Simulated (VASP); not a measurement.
# Cd (Im-3m) in VASP: a series of runs

Cd is run at these levels: PBEsol; tasks: single point.

Program: VASP 6.6.1. These are calculated values, not measurements. Logs are shortened: lines on timing, memory, paths and dates and some standing lists are left out, and cuts for length are marked.

### Step 1. The cell of the first run

The structure is cubic, space group Im-3m (No. 229). The conventional cell has a = 3.496 Å, b = 3.496 Å, c = 3.496 Å, α = 90.00°, β = 90.00°, γ = 90.00°. Within 4.0 Å of Cd (site symmetry m-3m) lie 14 Cd at 3.03 to 3.50 Å.

This isn't the form of Cd at room conditions, which is hcp.

### Step 2. Single point, PBEsol

INCAR reads:

```
SYSTEM = Cd
PREC     = Accurate       ! precision mode
ENCUT    = 520            ! plane-wave cutoff, eV
EDIFF    = 1E-7           ! SCF threshold, eV
ISMEAR   = -1             ! smearing method
SIGMA    = 0.1            ! smearing width, eV
LREAL    = .FALSE.        ! projectors in reciprocal space
LASPH    = .TRUE.         ! aspherical terms in the spheres
NELM     = 80             ! most SCF steps
ALGO     = Normal         ! electronic algorithm
ISIF     = 2              ! what is computed and relaxed
LWAVE    = .FALSE.        ! write WAVECAR
LCHARG   = .FALSE.        ! write CHGCAR
GGA      = PS             ! functional
NBANDS   = 12             ! bands
```

KPOINTS reads:

```
regular mesh
0
G
  15 15 15
  0 0 0
```

POSCAR reads:

```
Cd
1.0
   -1.7480464373      1.7480464373      1.7480464373
    1.7480464373     -1.7480464373      1.7480464373
    1.7480464373      1.7480464373     -1.7480464373
Cd
1
Direct
    0.0000000000      0.0000000000      0.0000000000
```

Potentials or basis: VASP PAW PBE potentials, release 64 (Cd).

On the command line:

```bash
> cat potpaw_PBE.64/Cd/POTCAR > POTCAR
> mpirun -np 1 vasp_std > vasp.out
```

OUTCAR:

```text
SYSTEM = Cd
   PREC = Accurate
   ENCUT = 520
   EDIFF = 1E-7
   ISMEAR = -1
   LREAL = .FALSE.
   LASPH = .TRUE.
   NELM = 80
   ISIF = 2
   GGA = PS

 ion  position               nearest neighbor table
   1  0.000  0.000  0.000-

  LATTYP: Found a body centered cubic cell.
 ALAT       =     3.4960928746

  Lattice vectors:

 A1 = (  -1.7480464373,   1.7480464373,   1.7480464373)
 A2 = (   1.7480464373,  -1.7480464373,   1.7480464373)
 A3 = (   1.7480464373,   1.7480464373,  -1.7480464373)

Analysis of symmetry for initial positions (statically):
=====================================================================
 Subroutine PRICEL returns:
 Original cell was already a primitive cell.

 Routine SETGRP: Setting up the symmetry group for a
 body centered cubic supercell.

 Subroutine GETGRP returns: Found 48 space group operations
 (whereof 48 operations were pure point group operations)
 out of a pool of 48 trial point group operations.

The static configuration has the point symmetry O_h .

Analysis of symmetry for dynamics (positions and initial velocities):
=====================================================================
 Subroutine PRICEL returns:
 Original cell was already a primitive cell.

 Routine SETGRP: Setting up the symmetry group for a
 body centered cubic supercell.

 Subroutine GETGRP returns: Found 48 space group operations
 (whereof 48 operations were pure point group operations)
 out of a pool of 48 trial point group operations.

The dynamic configuration has the point symmetry O_h .

 Subroutine INISYM returns: Found 48 space group operations
 (whereof 48 operations are pure point group operations),
 and found     1 'primitive' translations

----------------------------------------------------------------------------------------

                                     Primitive cell

  volume of cell :      21.3658

  direct lattice vectors                    reciprocal lattice vectors
    -1.748046437  1.748046437  1.748046437     0.000000000  0.286033591  0.286033591
     1.748046437 -1.748046437  1.748046437     0.286033591  0.000000000  0.286033591
     1.748046437  1.748046437 -1.748046437     0.286033591  0.286033591  0.000000000

  length of vectors
     3.027705243  3.027705243  3.027705243     0.404512584  0.404512584  0.404512584

  position of ions in fractional coordinates (direct lattice)
     0.000000000  0.000000000  0.000000000

  ion indices of the primitive-cell ions
   primitive index   ion index
                 1           1

----------------------------------------------------------------------------------------

 KPOINTS: regular mesh

Automatic generation of k-mesh.
 Grid dimensions read from file:
 generate k-points for:   15   15   15

 Generating k-lattice:

  Cartesian coordinates                     Fractional coordinates (reciprocal lattice)
     0.000000000  0.019068906  0.019068906     0.066666667  0.000000000  0.000000000
     0.019068906  0.000000000  0.019068906     0.000000000  0.066666667  0.000000000
     0.019068906  0.019068906  0.000000000     0.000000000  0.000000000  0.066666667

  Length of vectors
     0.026967506  0.026967506  0.026967506

  Shift w.r.t. Gamma in fractional coordinates (k-lattice)
     0.000000000  0.000000000  0.000000000

 Subroutine IBZKPT returns following result:
 ===========================================

 Found    120 irreducible k-points:

 Following reciprocal coordinates:
            Coordinates               Weight
  0.000000  0.000000  0.000000      1.000000
  0.066667  0.000000  0.000000     12.000000
  0.133333  0.000000  0.000000     12.000000
  0.200000  0.000000  0.000000     12.000000
  0.266667  0.000000  0.000000     12.000000
  0.333333  0.000000  0.000000     12.000000
[... 16 lines left out ...]
  0.333333  0.200000  0.000000     48.000000
  0.400000  0.200000  0.000000     24.000000
 [... further k-points ...]
   k-points           NKPTS =    120   k-points in BZ     NKDIM =    120   number of bands    NBANDS=     12
   number of dos      NEDOS =    301   number of ions     NIONS =      1
   total plane-waves  NPLWV =  13824
   dimension x,y,z NGX =    24 NGY =   24 NGZ =   24
   dimension x,y,z NGXF=    48 NGYF=   48 NGZF=   48
   ions per type =               1
   NGX,Y,Z   is equivalent  to a cutoff of  13.18, 13.18, 13.18 a.u.
   NGXF,Y,Z  is equivalent  to a cutoff of  26.36, 26.36, 26.36 a.u.
 SYSTEM =  Cd
   PREC   = accura    normal or accurate (medium, high low for compatibility)
   ISTART =      0    job   : 0-new  1-cont  2-samecut
   ICHARG =      2    charge: 1-file 2-atom 10-const
   ISPIN  =      1    spin polarized calculation?
   LNONCOLLINEAR =      F non collinear calculations
   LSORBIT =      F    spin-orbit coupling
   LASPH  =      T    aspherical Exc in radial PAW
   ENCUT  =  520.0 eV  38.22 Ry    6.18 a.u.   5.63  5.63  5.63*2*pi/ulx,y,z
   NELM   =     80;   NELMIN=  2; NELMDL= -5     # of ELM steps
   EDIFF  = 0.1E-06   stopping-criterion for ELM
   LREAL  =      F    real-space projection
   EDIFFG = 0.1E-05   stopping-criterion for IOM
   NSW    =      0    number of steps for IOM
   IBRION =     -1    ionic relax: 0-MD 1-quasi-New 2-CG
   NFREE  =      0    steps in history (QN), initial steepest desc. (CG)
   ISIF   =      2    stress and relaxation
   ISYM   =      2    0-nonsym 1-usesym 2-fastsym
   POTIM  = 0.5000    time-step for ionic-motion
   TEBEG  =    0.0;   TEEND  =   0.0 temperature during run
   PSTRESS=    0.0 pullay stress
   NELECT =      12.0000    total number of electrons
   NUPDOWN=      -1.0000    fix difference up-down
   EMIN   =  10.00;   EMAX   =-10.00  energy-range for DOS
   EFERMI =   0.00;   METHOD = LEGACY
   ISMEAR =    -1;   SIGMA  =   0.10  broadening in eV -4-tet -1-fermi 0-gaus
   EFERMI_NEDOS =   21; number of points for ismear=-14 and -15
   IALGO  =     38    algorithm
   IMIX   =      4    mixing-type and parameters
     AMIX     =   0.40;   BMIX     =  1.00
     AMIX_MAG =   1.60;   BMIX_MAG =  1.00
  volume/ion in A,a.u.               =      21.37       144.18
  Fermi-wavevector in a.u.,A,eV,Ry     =   1.350711  2.552473 24.822726  1.824419
  Thomas-Fermi vector in A             =   2.478192
   LORBIT       =      0    0 simple, 1 ext, 2 COOP (PROOUT), +10 PAW based schemes
   GGA     = PS    functional components
   LHFCALC =     F    Hartree Fock is set to
   AEXX    =    0.0000 exact exchange contribution
   IVDW    =     0    specifies the selected vdW correction
   LEPSILON=     F    determine dielectric tensor
   LRPA    =     F    only Hartree local field effects (RPA)
 non-spin polarized calculation
  energy-cutoff  :      520.00
  volume of cell :       21.37
 maximum number of plane-waves:       603
   NGX = 11   NGY = 11   NGZ = 11

 number of electron      11.9999993 magnetization

 Free energy of the ion-electron system (eV)
  ---------------------------------------------------
  ext. energy  EPLUGINS =         0.00000000
  ---------------------------------------------------
  free energy    TOTEN  =        -1.13032077 eV

  energy without entropy =       -1.11717645  energy(sigma->0) =       -1.12374861

 E-fermi :   2.9009     XC(G=0): -11.2790

 val. band max:        2.8296257396   @ k =  -0.4000  -0.4000   0.0667
 cond. band min:       2.9040880380   @ k =  -0.4667   0.4667   0.1333
 fundamental gap:      0.0744622984
 Fermi energy:         2.9008795329

 k-point     1 :       0.0000    0.0000    0.0000
  band No.  band energies     occupation
      1      -6.3998      2.00000
      2      -6.3998      2.00000
      3      -6.3998      2.00000
      4      -6.1667      2.00000
      5      -5.7118      2.00000
      6      -5.7118      2.00000
      7      18.4961      0.00000
      8      18.4961      0.00000
      9      18.4961      0.00000
     10      19.5740      0.00000
     11      19.5740      0.00000
     12      19.5740      0.00000

 k-point     2 :       0.0667    0.0000    0.0000
  band No.  band energies     occupation
      1      -6.4154      2.00000
      2      -6.3982      2.00000
      3      -6.3551      2.00000
      4      -6.0409      2.00000
      5      -5.7266      2.00000
      6      -5.7111      2.00000
      7      17.2746      0.00000
      8      18.1472      0.00000
      9      18.3441      0.00000
     10      18.7899      0.00000
     11      18.8906      0.00000
     12      19.2164      0.00000

 k-point     3 :       0.1333    0.0000    0.0000
  band No.  band energies     occupation
      1      -6.4593      2.00000
      2      -6.4194      2.00000
      3      -6.2264      2.00000
      4      -5.7952      2.00000
      5      -5.7088      2.00000
      6      -5.6095      2.00000
      7      14.6641      0.00000
      8      16.9680      0.00000
      9      17.3660      0.00000
     10      17.9986      0.00000
     11      18.4072      0.00000
     12      19.5015      0.00000
[... 286 lines left out ...]
 k-point    23 :       0.3333    0.2000    0.0000
  band No.  band energies     occupation
      1      -6.7324      2.00000
      2      -6.5094      2.00000
      3      -5.8896      2.00000
      4      -5.7627      2.00000
      5      -5.5165      2.00000
      6       0.4052      2.00000
      7       4.1765      0.00001
      8       7.7359      0.00000
      9      12.5916      0.00000
     10      18.5293      0.00000
     11      21.3582      0.00000
     12      23.2769      0.00000

 k-point    24 :       0.4000    0.2000    0.0000
  band No.  band energies     occupation
      1      -6.7448      2.00000
      2      -6.5219      2.00000
      3      -5.8874      2.00000
      4      -5.7459      2.00000
      5      -5.4937      2.00000
      6       1.8875      1.99992
      7       2.4951      1.96600
      8       7.5875      0.00000
      9      12.4722      0.00000
     10      18.5016      0.00000
     11      21.9360      0.00000
     12      23.2081      0.00000

 [... further k-points ...]

------------------------ aborting loop because EDIFF is reached ----------------------------------------

  FORCE on cell =-STRESS in cart. coord.  units (eV):
  Direction    XX          YY          ZZ          XY          YZ          ZX
  --------------------------------------------------------------------------------------
  -------------------------------------------------------------------------------------
  Total        0.0384756      0.0384756      0.0384756      0.0000000      0.0000000      0.0000000
  in kB        2.8852086      2.8852086      2.8852086      0.0000000      0.0000000      0.0000000
  external PRESSURE =       2.8852086 kB  Pullay stress =       0.0000000 kB

 VOLUME and BASIS-vectors are now :
 -----------------------------------------------------------------------------
  energy-cutoff  :      520.00
  volume of cell :       21.37
      direct lattice vectors                 reciprocal lattice vectors
    -1.748046437  1.748046437  1.748046437     0.000000000  0.286033591  0.286033591
     1.748046437 -1.748046437  1.748046437     0.286033591  0.000000000  0.286033591
     1.748046437  1.748046437 -1.748046437     0.286033591  0.286033591  0.000000000

 POSITION                                       TOTAL-FORCE (eV/Angst)
 -----------------------------------------------------------------------------------
      0.00000      0.00000      0.00000         0.000000      0.000000      0.000000
 -----------------------------------------------------------------------------------
    total drift:                               -0.000000      0.000000      0.000000

  FREE ENERGIE OF THE ION-ELECTRON SYSTEM (eV)
  ---------------------------------------------------
  free  energy   TOTEN  =        -1.1303207704 eV

  energy  without entropy=       -1.1171764509  energy(sigma->0) =       -1.12374861
```

Run time: 9.9 s. Hardware: 1 thread of AMD EPYC 9R45 (Zen 5), shared host; peak memory 0.12 GiB.

What came out:

```
Free energy            : -1.1303 eV
Pressure               : 0.3 GPa
Band gap on the k mesh : zero (bands 6 and 7 overlap by 3.59 eV)
```

Caveat: the PAW data sets were made with another functional, which shifts forces and pressure a little.

### Step 3. Single point, PBEsol

INCAR reads:

```
PREC = Accurate
ENCUT = 520
EDIFF = 1E-6
ISMEAR = -1
SIGMA = 0.1
LREAL = F
LASPH = T
NELM = 100
ALGO = Normal
ISIF = 2
LWAVE = F
LCHARG = F
GGA = PS
NBANDS = 12
```

KPOINTS reads:

```
regular mesh
0
Gamma
  15 15 15
```

POSCAR is that of step 2.

Potentials or basis: VASP PAW PBE potentials, release 64 (Cd).

On the command line:

```bash
> cat potpaw_PBE.64/Cd/POTCAR > POTCAR
> mpirun -np 1 vasp_std > vasp.out
```

OUTCAR:

```text
PREC = Accurate
   ENCUT = 520
   EDIFF = 1E-6
   ISMEAR = -1
   LREAL = F
   LASPH = T
   NELM = 100
   ISIF = 2
   GGA = PS

 ion  position               nearest neighbor table
   1  0.000  0.000  0.000-

  LATTYP: Found a body centered cubic cell.
 ALAT       =     3.4960928746

  Lattice vectors:

 A1 = (  -1.7480464373,   1.7480464373,   1.7480464373)
 A2 = (   1.7480464373,  -1.7480464373,   1.7480464373)
 A3 = (   1.7480464373,   1.7480464373,  -1.7480464373)

Analysis of symmetry for initial positions (statically):
=====================================================================
 Subroutine PRICEL returns:
 Original cell was already a primitive cell.

 Routine SETGRP: Setting up the symmetry group for a
 body centered cubic supercell.

 Subroutine GETGRP returns: Found 48 space group operations
 (whereof 48 operations were pure point group operations)
 out of a pool of 48 trial point group operations.

The static configuration has the point symmetry O_h .

Analysis of symmetry for dynamics (positions and initial velocities):
[... 168 lines left out ...]
      4      -6.1667      2.00000
      5      -5.7118      2.00000
      6      -5.7118      2.00000
      7      18.4961      0.00000
      8      18.4961      0.00000
      9      18.4961      0.00000
     10      19.5740      0.00000
     11      19.5740      0.00000
     12      19.5740      0.00000
[... 331 lines left out ...]
 k-point    24 :       0.4000    0.2000    0.0000
  band No.  band energies     occupation
      1      -6.7448      2.00000
      2      -6.5219      2.00000
      3      -5.8874      2.00000
      4      -5.7459      2.00000
      5      -5.4937      2.00000
      6       1.8875      1.99992
      7       2.4951      1.96600
      8       7.5875      0.00000
      9      12.4722      0.00000
     10      18.5016      0.00000
     11      21.9360      0.00000
     12      23.2081      0.00000

 [... further k-points ...]

------------------------ aborting loop because EDIFF is reached ----------------------------------------

  FORCE on cell =-STRESS in cart. coord.  units (eV):
  Direction    XX          YY          ZZ          XY          YZ          ZX
  --------------------------------------------------------------------------------------
  -------------------------------------------------------------------------------------
  Total        0.0384756      0.0384756      0.0384756      0.0000000     -0.0000000      0.0000000
  in kB        2.8852092      2.8852092      2.8852092      0.0000000     -0.0000000      0.0000000
  external PRESSURE =       2.8852092 kB  Pullay stress =       0.0000000 kB

 VOLUME and BASIS-vectors are now :
 -----------------------------------------------------------------------------
  energy-cutoff  :      520.00
  volume of cell :       21.37
      direct lattice vectors                 reciprocal lattice vectors
    -1.748046437  1.748046437  1.748046437     0.000000000  0.286033591  0.286033591
     1.748046437 -1.748046437  1.748046437     0.286033591  0.000000000  0.286033591
     1.748046437  1.748046437 -1.748046437     0.286033591  0.286033591  0.000000000

 POSITION                                       TOTAL-FORCE (eV/Angst)
 -----------------------------------------------------------------------------------
      0.00000      0.00000      0.00000         0.000000      0.000000      0.000000
 -----------------------------------------------------------------------------------
    total drift:                               -0.000000      0.000000      0.000000

  FREE ENERGIE OF THE ION-ELECTRON SYSTEM (eV)
  ---------------------------------------------------
  free  energy   TOTEN  =        -1.1303207704 eV

  energy  without entropy=       -1.1171764509  energy(sigma->0) =       -1.12374861
```

OSZICAR:

```text
N       E                     dE             d eps       ncg     rms          rms(c)
DAV:   1     0.687806256927E+02    0.68781E+02   -0.69866E+03  3088   0.999E+02
DAV:   2     0.229000870195E-02   -0.68778E+02   -0.65730E+02  3144   0.235E+02
DAV:   3    -0.121122241782E+01   -0.12135E+01   -0.12130E+01  3392   0.351E+01
DAV:   4    -0.121266107253E+01   -0.14387E-02   -0.14386E-02  3168   0.120E+00
DAV:   5    -0.121266436133E+01   -0.32888E-05   -0.32888E-05  3364   0.577E-02    0.326E+00
DAV:   6    -0.113682460191E+01    0.75840E-01   -0.19715E-01  3268   0.573E+00    0.260E+00
DAV:   7    -0.113116478347E+01    0.56598E-02   -0.13561E-02  3252   0.122E+00    0.138E+00
DAV:   8    -0.113030429570E+01    0.86049E-03   -0.14620E-03  3044   0.531E-01    0.600E-02
DAV:   9    -0.113031586967E+01   -0.11574E-04   -0.47543E-06  3288   0.186E-02    0.145E-02
DAV:  10    -0.113032079481E+01   -0.49251E-05   -0.34434E-06  3080   0.223E-02    0.214E-03
DAV:  11    -0.113032077038E+01    0.24423E-07   -0.33836E-08  1528   0.214E-03
   1 F= -.11303208E+01 E0= -.11237486E+01  d E =-.131443E-01
```

stdout:

```text
POSCAR found type information on POSCAR Cd
 POSCAR found :  1 types and       1 ions
 scaLAPACK will be used
 -----------------------------------------------------------------------------
|                                                                             |
|                                                                             |
|     You enforced a specific xc type in the INCAR file but a different       |
|     I HOPE YOU KNOW WHAT YOU ARE DOING!                                     |
|                                                                             |
 -----------------------------------------------------------------------------

 LDA part: xc-table for (Slater+PW92), standard interpolation
 POSCAR, INCAR and KPOINTS ok, starting setup
 FFT: planning ... GRIDC
 FFT: planning ... GRID_SOFT
 FFT: planning ... GRID
 WAVECAR not read
 entering main loop
```

It took 9.8 s on 1 thread of AMD EPYC 9R45 (Zen 5), shared host; peak memory 0.12 GiB.

Results:

| Quantity | Value |
| --- | --- |
| Free energy | -1.1303 eV |
| Pressure | 0.3 GPa |
| Band gap on the k mesh | zero (bands 6 and 7 overlap by 3.59 eV) |

Caveat: the PAW data sets were made with another functional, which shifts forces and pressure a little.
